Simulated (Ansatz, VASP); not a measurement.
LiAgC: VASP beside Ansatz

Contents of INCAR:

```
  ALGO = Normal
  EDIFF = 1E-6
  EDIFFG = -0.04
  ENCUT = 600
  GGA = PE
  IBRION = 2
  ISIF = 3
  ISMEAR = 0
  LASPH = True
  LCHARG = False
  LREAL = False
  LWAVE = False
  NELM = 80
  NSW = 90
  PREC = Accurate
  SIGMA = 0.1
```

KPOINTS

```
k-points
0
Gamma
  6 6 4
```

The input POSCAR:

```
LiAgC
1.0
    3.3470759200      0.0000000000      0.0000000000
    0.0000000000      3.3470759200      0.0000000000
    0.0000000000      0.0000000000      4.0105208800
Li Ag C
1 1 1
Direct
    0.5000000000      0.5000000000      0.5000000000
    0.0000000000      0.0000000000      0.0000000000
    0.0000000000      0.0000000000      0.5000000000
```

Input for Ansatz:

```yaml
crystal:
  lattice:
    - [3.34707592, 0.0, 0.0]
    - [0.0, 3.34707592, 0.0]
    - [0.0, 0.0, 4.01052088]
  atoms:
    - { symbol: Li, position: [0.5, 0.5, 0.5] }
    - { symbol: Ag, position: [0.0, 0.0, 0.0] }
    - { symbol: C, position: [0.0, 0.0, 0.5] }
basis:
  ecutwfc: 420
kpoints:
  mp_grid: { grid: [6, 6, 4] }
hamiltonian:
  xc: pbe
scf:
  occupations: { method: gaussian, width: 0.1 }
  lower_state_search: "off"
output:
  forces: true
  stress: true
  eigenvalues: true
relax:
  adjacent_minimum: "off"
  f_tol: 0.04
  max_steps: 70
  cell: { stress_tol: 0.4 }
```

Alike in both runs: task relaxation of cell and atoms; functional PBE; k mesh 6 × 6 × 4; occupations gaussian, width 0.1 eV; no spin polarisation.

|  | VASP | Ansatz |
| --- | --- | --- |
| version | VASP 6.6.1 | Ansatz 0.2.0 |
| potentials or method | VASP PAW PBE potentials, release 64 (Li_sv, Ag, C), cutoff 600 eV | scalar-relativistic, plane waves, PAW |
| valence electrons in the cell | 18 | 26 |

|  | VASP | Ansatz | Ansatz less VASP |
| --- | --- | --- | --- |
| gap on the k mesh at the Fermi level, each at its own relaxed structure (eV) | none | none | - |
| relaxed volume (Å³/atom) | 12.98 | 13.09 | +0.110 |
| relaxed cell length with the largest relative difference (Å) | 3.058 | 3.070 | +0.0119 |

A gap of «none» marks a metal or a gap that the smearing closes. VASP's potentials hold 18 valence electrons a cell and Ansatz's 26, so a difference there can come from the potentials and not from the codes.

The k mesh is coarse, so the values compare programs but aren't converged. Noted on VASP's run: the cutoff is short for stress, so the pressure is rough.
